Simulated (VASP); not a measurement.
# C18F in VASP: further runs, part 2 of 2

VASP 6.6.1. The steps go on from the part before.

### Step 3. Single point, LDA, collinear spin, zero start

INCAR

```
SYSTEM = C18F
PREC     = Accurate       ! precision mode
ENCUT    = 520            ! plane-wave cutoff, eV
EDIFF    = 1E-7           ! SCF threshold, eV
ISMEAR   = -1             ! smearing method
SIGMA    = 0.05           ! smearing width, eV
LREAL    = Auto         
LASPH    = .True.         ! aspherical terms in the spheres
NELM     = 150            ! most SCF steps
ALGO     = Normal         ! electronic algorithm
ISIF     = 2              ! what is computed and relaxed
LWAVE    = .False.        ! write WAVECAR
LCHARG   = .False.        ! write CHGCAR
ISPIN    = 2              ! spin polarisation
MAGMOM   = 0 0 0 0 0 0 0 0 0 0 0 0 0 0 0 0 0 0 0 ! initial moments
LORBIT   = 11             ! projections on sites
GGA      = CA             ! functional
NBANDS   = 58             ! bands
```

KPOINTS

```
regular mesh
0
Gamma
  2 2 1
  0 0 0
```

POSCAR

```
C18F
1.0
    7.3980000000      0.0000000000      0.0000000000
   -3.6990000000      6.4068560000      0.0000000000
    0.0000000000      0.0000000000     11.0000000000
C F
18 1
Direct
    0.0081828949      0.0061616805      0.0855204545
    0.2305638929      0.1179690944      0.0857247273
    0.0039294173      0.3375711894      0.0851355455
    0.2266531349      0.4489345476      0.1090267273
    0.0081822121      0.6732311449      0.0855205455
    0.2305645427      0.7837922376      0.0857127273
    0.3415622411      0.0063794161      0.0841610909
    0.5633812329      0.1172904464      0.0842794545
    0.3417600528      0.3391462209      0.0902399091
    0.5628580600      0.4507466689      0.0863735455
    0.3417637990      0.6738225426      0.0902117273
    0.5628567347      0.7833082248      0.0863521818
    0.6741528709      0.0058799511      0.0836835455
    0.8963156618      0.1172277011      0.0834924545
    0.6741509486      0.3394697805      0.0836924545
    0.8963169629      0.4502976187      0.0834948182
    0.6756034394      0.6734031481      0.0864616364
    0.8973731152      0.7842882687      0.0855204545
    0.1705381463      0.4210562872      0.2599414545
```

Potentials or basis: VASP PAW LDA potentials, release 64 (C, F).

Run with:

```console
$ cat potpaw_LDA.64/C/POTCAR potpaw_LDA.64/F/POTCAR > POTCAR
$ mpirun -np 1 vasp_std > vasp.out
```

OUTCAR:

```text
SYSTEM = C18F
   PREC = Accurate
   ENCUT = 520
   EDIFF = 1E-7
   ISMEAR = -1
   LREAL = Auto
   LASPH = .True.
   NELM = 150
   ISIF = 2
   ISPIN = 2
   LORBIT = 11
   GGA = CA

 ion  position               nearest neighbor table
   1  0.008  0.006  0.086-  18 1.42   2 1.42  14 1.43
   2  0.231  0.118  0.086-   9 1.42   1 1.42   7 1.43
   3  0.004  0.338  0.085-  16 1.41  14 1.41   4 1.45
   4  0.227  0.449  0.109-   3 1.45  11 1.46   9 1.46  19 1.70
   5  0.008  0.673  0.086-  18 1.42   6 1.42  16 1.43
   6  0.231  0.784  0.086-  11 1.42   5 1.42   7 1.43
   7  0.342  0.006  0.084-   8 1.42   6 1.43   2 1.43
   8  0.563  0.117  0.084-   7 1.42  15 1.42  13 1.42
   9  0.342  0.339  0.090-  10 1.42   2 1.42   4 1.46
  10  0.563  0.451  0.086-   9 1.42  15 1.43  17 1.43
  11  0.342  0.674  0.090-  12 1.42   6 1.42   4 1.46
  12  0.563  0.783  0.086-  11 1.42  13 1.43  17 1.43
  13  0.674  0.006  0.084-  14 1.42   8 1.42  12 1.43
  14  0.896  0.117  0.083-   3 1.41  13 1.42   1 1.43
  15  0.674  0.339  0.084-  16 1.42   8 1.42  10 1.43
  16  0.896  0.450  0.083-   3 1.41  15 1.42   5 1.43
  17  0.676  0.673  0.086-  18 1.42  12 1.43  10 1.43
  18  0.897  0.784  0.086-  17 1.42   5 1.42   1 1.42
  19  0.171  0.421  0.260-   4 1.70

  LATTYP: Found a hexagonal cell.
 ALAT       =     7.3980000000
 C/A-ratio  =     1.4868883482

  Lattice vectors:

 A1 = (   7.3980000000,   0.0000000000,   0.0000000000)
 A2 = (  -3.6990000000,   6.4068560000,   0.0000000000)
 A3 = (   0.0000000000,   0.0000000000,  11.0000000000)

Analysis of symmetry for initial positions (statically):
=====================================================================
 Subroutine PRICEL returns:
 Original cell was already a primitive cell.

 Routine SETGRP: Setting up the symmetry group for a
 hexagonal supercell.

 Subroutine GETGRP returns: Found  1 space group operations
 (whereof  1 operations were pure point group operations)
 out of a pool of 24 trial point group operations.

The static configuration has the point symmetry C_1 .

Analysis of symmetry for dynamics (positions and initial velocities):
=====================================================================
 Subroutine PRICEL returns:
 Original cell was already a primitive cell.

 Routine SETGRP: Setting up the symmetry group for a
 hexagonal supercell.

 Subroutine GETGRP returns: Found  1 space group operations
 (whereof  1 operations were pure point group operations)
 out of a pool of 24 trial point group operations.

The dynamic configuration has the point symmetry C_1 .

Analysis of structural, dynamic, and magnetic symmetry:
=====================================================================
 Subroutine PRICEL returns:
 Original cell was already a primitive cell.

 Routine SETGRP: Setting up the symmetry group for a
 hexagonal supercell.

 Subroutine GETGRP returns: Found  1 space group operations
 (whereof  1 operations were pure point group operations)
 out of a pool of 24 trial point group operations.

The overall configuration has the point symmetry C_1 .

 Subroutine INISYM returns: Found  1 space group operations
 (whereof  1 operations are pure point group operations),
 and found     1 'primitive' translations

----------------------------------------------------------------------------------------

                                     Primitive cell

  volume of cell :     521.3771
[... 117 lines left out ...]
   ISMEAR =    -1;   SIGMA  =   0.05  broadening in eV -4-tet -1-fermi 0-gaus
   EFERMI_NEDOS =   21; number of points for ismear=-14 and -15
   IALGO  =     38    algorithm
   IMIX   =      4    mixing-type and parameters
     AMIX     =   0.40;   BMIX     =  1.00
     AMIX_MAG =   1.60;   BMIX_MAG =  1.00
  volume/ion in A,a.u.               =      27.44       185.18
  Fermi-wavevector in a.u.,A,eV,Ry     =   0.872770  1.649296 10.363934  0.761728
  Thomas-Fermi vector in A             =   1.992066
   LORBIT       =     11    0 simple, 1 ext, 2 COOP (PROOUT), +10 PAW based schemes
   GGA     = CA    functional components
   LHFCALC =     F    Hartree Fock is set to
   AEXX    =    0.0000 exact exchange contribution
   IVDW    =     0    specifies the selected vdW correction
   LEPSILON=     F    determine dielectric tensor
   LRPA    =     F    only Hartree local field effects (RPA)
 spin polarized calculation
  energy-cutoff  :      520.00
  volume of cell :      521.38
 maximum number of plane-waves:     14099
 NGX is ok and might be reduce to    56
   NGX = 27   NGY = 27   NGZ = 41

 number of electron      78.9999999 magnetization      -0.0000000

 number of electron      78.9999999 magnetization       0.0000000

 Free energy of the ion-electron system (eV)
  ---------------------------------------------------
  ext. energy  EPLUGINS =         0.00000000
  ---------------------------------------------------
  free energy    TOTEN  =      -184.29314927 eV

  energy without entropy =     -184.29208427  energy(sigma->0) =     -184.29261677

 E-fermi :  -2.5034     XC(G=0):  -4.2353

 val. band max:       -2.8346411641   @ k =   0.5000   0.5000   0.0000
 cond. band min:      -2.2011997895   @ k =   0.0000   0.0000   0.0000
 fundamental gap:      0.6334413745
 Fermi energy:        -2.5034259795

 spin component 1

 k-point     1 :       0.0000    0.0000    0.0000
  band No.  band energies     occupation
      1     -24.0923      1.00000
      2     -21.4252      1.00000
      3     -18.9948      1.00000
      4     -18.9806      1.00000
      5     -18.9713      1.00000
      6     -18.9163      1.00000
[... 205 lines left out ...]
     50       4.1251      0.00000
     51       4.2945      0.00000
 Fermi energy:        -2.5034259795

 spin component 2

 k-point     1 :       0.0000    0.0000    0.0000
  band No.  band energies     occupation
      1     -24.0923      1.00000
      2     -21.4252      1.00000
      3     -18.9948      1.00000
      4     -18.9806      1.00000
      5     -18.9713      1.00000
      6     -18.9163      1.00000
[... 205 lines left out ...]
     50       4.1251      0.00000
     51       4.2945      0.00000
 [bands above 51 left out]

------------------------ aborting loop because EDIFF is reached ----------------------------------------

  FORCE on cell =-STRESS in cart. coord.  units (eV):
  Direction    XX          YY          ZZ          XY          YZ          ZX
  --------------------------------------------------------------------------------------
  -------------------------------------------------------------------------------------
  Total       -9.9712143    -10.2222340     -0.3784758      0.2411275      0.6958049      1.2195846
  in kB      -30.6412627    -31.4126391     -1.1630457      0.7409780      2.1381889      3.7477494
  external PRESSURE =     -21.0723158 kB  Pullay stress =       0.0000000 kB

 VOLUME and BASIS-vectors are now :
 -----------------------------------------------------------------------------
  energy-cutoff  :      520.00
  volume of cell :      521.38
      direct lattice vectors                 reciprocal lattice vectors
     7.398000000  0.000000000  0.000000000     0.135171668  0.078041398  0.000000000
    -3.699000000  6.406856000  0.000000000     0.000000000  0.156082796  0.000000000
     0.000000000  0.000000000 11.000000000     0.000000000  0.000000000  0.090909091

 POSITION                                       TOTAL-FORCE (eV/Angst)
 -----------------------------------------------------------------------------------
      0.03775      0.03948      0.94072        -0.034876     -0.019306      0.003715
      1.26934      0.75581      0.94297        -0.021142     -0.016947      0.002029
     -1.21961      2.16277      0.93649        -0.060332     -0.042526     -0.199434
      0.01617      2.87626      1.19929        -0.072178     -0.042470      0.393719
     -2.42975      4.31330      0.94073        -0.026841     -0.009645      0.000285
     -1.19353      5.02164      0.94284        -0.024979     -0.010439     -0.000173
[... 11 lines left out ...]
      3.73768      5.02482      0.94072        -0.026615     -0.015065      0.010709
     -0.29585      2.69765      2.85936         0.647104      0.371053     -0.143391
 -----------------------------------------------------------------------------------
    total drift:                                0.001538      0.004675      0.012887

  FREE ENERGIE OF THE ION-ELECTRON SYSTEM (eV)
  ---------------------------------------------------
  free  energy   TOTEN  =      -184.2931492742 eV

  energy  without entropy=     -184.2920842678  energy(sigma->0) =     -184.29261677

 total charge

# of ion       s       p       d       tot
------------------------------------------
    1        0.852   1.789   0.000   2.641
    2        0.855   1.782   0.000   2.637
    3        0.859   1.783   0.000   2.643
    4        0.840   1.691   0.000   2.531
    5        0.852   1.789   0.000   2.641
    6        0.855   1.782   0.000   2.637
[... 11 lines left out ...]
   18        0.854   1.788   0.000   2.643
   19        1.745   4.257   0.000   6.002
--------------------------------------------------
tot         17.107  36.300   0.000  53.407

 magnetization (x)

# of ion       s       p       d       tot
------------------------------------------
    1        0.000  -0.000   0.000  -0.000
    2       -0.000  -0.000   0.000  -0.000
    3       -0.000  -0.000   0.000  -0.000
    4        0.000  -0.000   0.000  -0.000
    5       -0.000  -0.000   0.000  -0.000
    6       -0.000  -0.000   0.000  -0.000
[... 11 lines left out ...]
   18        0.000   0.000   0.000   0.000
   19        0.000  -0.000   0.000  -0.000
--------------------------------------------------
tot         -0.000  -0.000   0.000  -0.000
```

Run time: 4.6 min. Hardware: 1 thread of Intel Xeon 6975P-C (Granite Rapids), shared host; peak memory 0.53 GiB.

Results:

```yaml
Free_energy: -184.2931 eV
Largest_force: 0.760 eV/Å
Net_moment: 0.00 μB per cell
Valence_electrons_inside_the_program's_atomic_spheres: C 2.64, 2.53, 2.65 (each value once); F 6.00
```

Forces in eV/Å, atoms in the order of the input:
```
C   -0.035 -0.019  0.004
C   -0.021 -0.017  0.002
C   -0.060 -0.043 -0.199
C   -0.072 -0.042  0.394
C   -0.027 -0.010  0.000
C   -0.025 -0.010  0.000
C   -0.029 -0.020 -0.024
C   -0.020 -0.012 -0.033
C   -0.040 -0.017  0.094
C   -0.045 -0.025  0.022
C   -0.035 -0.027  0.098
C   -0.040 -0.017  0.022
C   -0.033 -0.024 -0.050
C   -0.036 -0.024 -0.084
C   -0.035 -0.017 -0.050
C   -0.037 -0.018 -0.084
C   -0.029 -0.015  0.022
C   -0.027 -0.015  0.011
F    0.647  0.371 -0.143
```

Caveat: the k points lie up to 0.49 Å⁻¹ apart.
